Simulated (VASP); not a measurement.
A run of VASP 6.6.1:

The input POSCAR:

```
Cu
1.0
    0.0000000000      1.8028184249      1.8028184249
    1.8028184249      0.0000000000      1.8028184249
    1.8028184249      1.8028184249      0.0000000000
Cu
1
Direct
    0.0000000000      0.0000000000      0.0000000000
```

The input INCAR.step1:

```
PREC     = Accurate       # precision mode
ENCUT    = 610            # plane-wave cutoff, eV
EDIFF    = 1E-5           # SCF threshold, eV
ISMEAR   = -1             # smearing method
SIGMA    = 0.1            # smearing width, eV
LREAL    = F              # projectors in reciprocal space
LASPH    = T              # aspherical terms in the spheres
NELM     = 120            # most SCF steps
ALGO     = Normal         # electronic algorithm
ISIF     = 2              # what is computed and relaxed
LWAVE    = T              # write WAVECAR
LCHARG   = F              # write CHGCAR
NBANDS   = 16             # bands
GGA      = PE             # functional
GGA_COMPAT= F
```

The input INCAR.step2:

```
PREC     = Accurate       # precision mode
ENCUT    = 610            # plane-wave cutoff, eV
EDIFF    = 1E-6           # SCF threshold, eV
ISMEAR   = -1             # smearing method
SIGMA    = 0.1            # smearing width, eV
LREAL    = F              # projectors in reciprocal space
LASPH    = T              # aspherical terms in the spheres
NELM     = 120            # most SCF steps
ALGO     = Normal         # electronic algorithm
ISIF     = 2              # what is computed and relaxed
LWAVE    = F              # write WAVECAR
LCHARG   = F              # write CHGCAR
GGA      = PE             # functional
LHFCALC  = T              # exact exchange
HFSCREEN = 0.2079         # screening, 1/A
PRECFOCK = Normal       
NBANDS   = 16             # bands
ISTART   = 1            
GGA_COMPAT= F
```

Contents of KPOINTS:

```
Automatic mesh
0
Gamma
  6 6 6
```

Potentials or basis: VASP PAW PBE potentials, release 64 (Cu_sv_GW).

Command:

```sh
$ cat potpaw_PBE.64/Cu_sv_GW/POTCAR > POTCAR
$ cp INCAR.step1 INCAR
$ mpirun -np 1 vasp_std > vasp.out
$ cp INCAR.step2 INCAR
$ mpirun -np 1 vasp_std > vasp.out
```

Hardware: 1 thread of Intel(R) Xeon(R) 6975P-C (Granite Rapids), with other jobs on the host.

Problem. How long does it take, and how much memory?

Solution. Run time: 9.4 min on 1 thread of Intel(R) Xeon(R) 6975P-C (Granite Rapids) (shared host), peak memory 0.25 GiB. Counts: k points 16.
